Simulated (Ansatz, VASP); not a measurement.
# Sc4BP3: VASP beside Ansatz

```
Sc B P
1.0
     3.70353    0.00000    0.00000
     0.00000    3.70353    0.00000
     0.00000    0.00000   10.43105
Sc B P
4 1 3
Direct
  0.00000 0.00000 0.75662
  0.00000 0.00000 0.24338
  0.50000 0.50000 0.00000
  0.50000 0.50000 0.50000
  0.00000 0.00000 0.00000
  0.00000 0.00000 0.50000
  0.50000 0.50000 0.75248
  0.50000 0.50000 0.24752
```

Alike in both runs: task single point; functional PBE; k mesh 6 × 6 × 2; occupations gaussian, width 0.2 eV; no spin polarisation.

```csv
,VASP,Ansatz
version,VASP 6.6.1,Ansatz 0.2.0
potentials or method,"VASP PAW PBE potentials, release 64 (Sc_sv, B, P), cutoff 520 eV","scalar-relativistic, plane waves, PAW"
valence electrons in the cell,62,62
```

```csv
,VASP,Ansatz,Ansatz less VASP
gap on the k mesh at the Fermi level (eV),none,none,-
pressure (GPa),0.2,0.1,-0.17
"traceless stress, the component that is largest in VASP (GPa)",0.15,0.15,+0.001
rms of the force components (eV/Å),0.018,0.017,-0.0006
```

Atom by atom the forces differ by 0.001 eV/Å (rms over components). A gap of «none» marks a metal or a gap that the smearing closes. With one functional, cell and mesh, what is left measures potentials, basis and numerics.
